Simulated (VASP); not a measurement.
# Fe2O3 (Hematite) (R-3c) in VASP: further runs, part 2 of 2

VASP 6.6.1.

## 3. Single point, PBE+U, collinear spin, antiferromagnetic start

This run uses another cell than the first one, of 10.49 Å³/atom, 1.039 times its volume.

File INCAR:

```
SYSTEM = Fe2O3
  PREC = Accurate
  ENCUT = 520
  EDIFF = 1E-6
  ISMEAR = 0
  SIGMA = 0.05
  LREAL = .FALSE.
  LASPH = .TRUE.
  NELM = 150
  ALGO = Normal
  ISIF = 2
  LWAVE = .FALSE.
  LCHARG = .FALSE.
  ISPIN = 2
  MAGMOM = 4.19 -4.19 4.19 -4.19 0 0 0 0 0 0
  LORBIT = 11
  LMAXMIX = 4
  LDAU = .TRUE.
  LDAUTYPE = 2
  LDAUL = 2 -1
  LDAUU = 4 0
  LDAUJ = 0 0
  LDAUPRINT = 1
  GGA = PE
  NBANDS = 49
```

File KPOINTS:

```
regular mesh
0
G
  4 4 4
  0 0 0
```

File POSCAR:

```
Fe2O3
1.0
    2.5523318714      1.4735894930      4.6469226429
   -2.5523318714      1.4735894930      4.6469226429
    0.0000000000     -2.9471789860      4.6469226429
Fe O
4 6
Direct
    0.3553202307      0.3553202307      0.3553202307
    0.1446797690      0.1446797690      0.1446797690
    0.6446797693      0.6446797693      0.6446797693
    0.8553202310      0.8553202310      0.8553202310
    0.5557112281      0.9442887719      0.2500000005
    0.2500000005      0.5557112281      0.9442887719
    0.9442887719      0.2500000005      0.5557112281
    0.4442887719      0.0557112281      0.7499999995
    0.7499999995      0.4442887719      0.0557112281
    0.0557112281      0.7499999995      0.4442887719
```

Potentials or basis: VASP PAW PBE potentials, release 64 (Fe, O).

Command:

```bash
cat potpaw_PBE.64/Fe/POTCAR potpaw_PBE.64/O/POTCAR > POTCAR
mpirun -np 1 vasp_std > vasp.out
```

OUTCAR:

```text
SYSTEM = Fe2O3
   PREC = Accurate
   ENCUT = 520
   EDIFF = 1E-6
   ISMEAR = 0
   LREAL = .FALSE.
   LASPH = .TRUE.
   NELM = 150
   ISIF = 2
   ISPIN = 2
   LORBIT = 11
   GGA = PE

 ion  position               nearest neighbor table
   1  0.355  0.355  0.355-   9 1.97   8 1.97  10 1.97   7 2.14   6 2.14   5 2.14   2 2.94   3 3.01
                             3 3.01   3 3.01
   2  0.145  0.145  0.145-  10 1.97   8 1.97   9 1.97   7 2.14   6 2.14   5 2.14   1 2.94   4 3.01
                             4 3.01   4 3.01
   3  0.645  0.645  0.645-   6 1.97   5 1.97   7 1.97   9 2.14  10 2.14   8 2.14   4 2.94   1 3.01
                             1 3.01   1 3.01
   4  0.855  0.855  0.855-   7 1.97   5 1.97   6 1.97  10 2.14   9 2.14   8 2.14   3 2.94   2 3.01
                             2 3.01   2 3.01
   5  0.556  0.944  0.250-   3 1.97   4 1.97   1 2.14   2 2.14
   6  0.250  0.556  0.944-   3 1.97   4 1.97   1 2.14   2 2.14
   7  0.944  0.250  0.556-   3 1.97   4 1.97   1 2.14   2 2.14
   8  0.444  0.056  0.750-   1 1.97   2 1.97   3 2.14   4 2.14
   9  0.750  0.444  0.056-   1 1.97   2 1.97   3 2.14   4 2.14
  10  0.056  0.750  0.444-   1 1.97   2 1.97   3 2.14   4 2.14

  LATTYP: Found a trigonal (rhomboedric) cell.
 ALAT       =     5.5027042465
 COS(alpha) =     0.5697192272

  Lattice vectors:

[... 1642 lines left out ...]
     0.000000000 -2.947178986  4.646922643     0.000000000 -0.226205015  0.071732060

 POSITION                                       TOTAL-FORCE (eV/Angst)
 -----------------------------------------------------------------------------------
      0.00000      0.00000      4.95344         0.000000     -0.000000     -0.128674
      0.00000      0.00000      2.01695         0.000000      0.000000      0.128674
      0.00000      0.00000      8.98733         0.000000     -0.000000      0.128674
      0.00000      0.00000     11.92382         0.000000      0.000000     -0.128674
     -0.99178      1.47359      8.13211         0.011035      0.000000     -0.000000
     -0.78028     -1.59570      8.13211        -0.005518      0.009557     -0.000000
      1.77206      0.12211      8.13211        -0.005518     -0.009557     -0.000000
      0.99178     -1.47359      5.80865        -0.011035      0.000000     -0.000000
      0.78028      1.59570      5.80865         0.005518     -0.009557     -0.000000
     -1.77206     -0.12211      5.80865         0.005518      0.009557     -0.000000
 -----------------------------------------------------------------------------------
    total drift:                               -0.000000      0.000000      0.000015

  FREE ENERGIE OF THE ION-ELECTRON SYSTEM (eV)
  ---------------------------------------------------
  free  energy   TOTEN  =       -68.6052166215 eV

  energy  without entropy=      -68.6052166215  energy(sigma->0) =      -68.60521662

 total charge

# of ion       s       p       d       tot
------------------------------------------
    1        0.366   0.510   5.810   6.686
    2        0.366   0.510   5.810   6.686
    3        0.366   0.510   5.810   6.686
    4        0.366   0.510   5.810   6.686
    5        1.563   3.453   0.000   5.016
    6        1.563   3.453   0.000   5.016
    7        1.563   3.453   0.000   5.016
    8        1.563   3.453   0.000   5.016
    9        1.563   3.453   0.000   5.016
   10        1.563   3.453   0.000   5.016
--------------------------------------------------
tot         10.844  22.757  23.242  56.842

 magnetization (x)

# of ion       s       p       d       tot
------------------------------------------
    1        0.013   0.016   4.136   4.164
    2       -0.013  -0.016  -4.136  -4.164
    3        0.013   0.016   4.136   4.164
    4       -0.013  -0.016  -4.136  -4.164
    5        0.000   0.000   0.000   0.000
    6        0.000   0.000   0.000   0.000
    7        0.000   0.000   0.000   0.000
    8        0.000   0.000   0.000   0.000
    9        0.000   0.000   0.000   0.000
   10        0.000   0.000   0.000   0.000
--------------------------------------------------
tot          0.000   0.000   0.000   0.000
```

stdout:

```text
POSCAR found type information on POSCAR FeO
 POSCAR found :  2 types and      10 ions
 scaLAPACK will be used
 LDA part: xc-table for (Slater+PW92), standard interpolation
 POSCAR, INCAR and KPOINTS ok, starting setup
 FFT: planning ... GRIDC
 FFT: planning ... GRID_SOFT
 FFT: planning ... GRID
 WAVECAR not read
 entering main loop
```

Run time: 1.8 min. Hardware: 1 thread of AMD EPYC 9R45 (Zen 5), shared host; peak memory 0.33 GiB.

Results:

```
Free energy                                           : -68.6052 eV
Pressure                                              : -3.5 GPa
Largest force                                         : 0.129 eV/Å
Band gap on the k mesh                                : 2.18 eV, indirect (least direct gap 2.23 eV)
Net moment                                            : 0.00 μB per cell
Site moments                                          : Fe +4.16, -4.16; O +0.00 μB
Valence electrons inside the program's atomic spheres : Fe 6.69; O 5.02
```

Forces on the atoms (eV/Å):
```
Fe   0.000  0.000 -0.129
Fe   0.000  0.000  0.129
Fe   0.000  0.000  0.129
Fe   0.000  0.000 -0.129
O    0.011  0.000  0.000
O   -0.006  0.010  0.000
O   -0.006 -0.010  0.000
O   -0.011  0.000  0.000
O    0.006 -0.010  0.000
O    0.006  0.010  0.000
```

Eigenvalues of the final occupation matrices:
```csv
site,spin,trace,eigenvalues
site 1 d,1,4.99,0.98 0.98 0.98 1.03 1.03
site 1 d,2,0.85,0.09 0.09 0.09 0.29 0.29
site 2 d,1,0.85,0.09 0.09 0.09 0.29 0.29
site 2 d,2,4.99,0.98 0.98 0.98 1.03 1.03
site 3 d,1,4.99,0.98 0.98 0.98 1.03 1.03
site 3 d,2,0.85,0.09 0.09 0.09 0.29 0.29
site 4 d,1,0.85,0.09 0.09 0.09 0.29 0.29
site 4 d,2,4.99,0.98 0.98 0.98 1.03 1.03
```
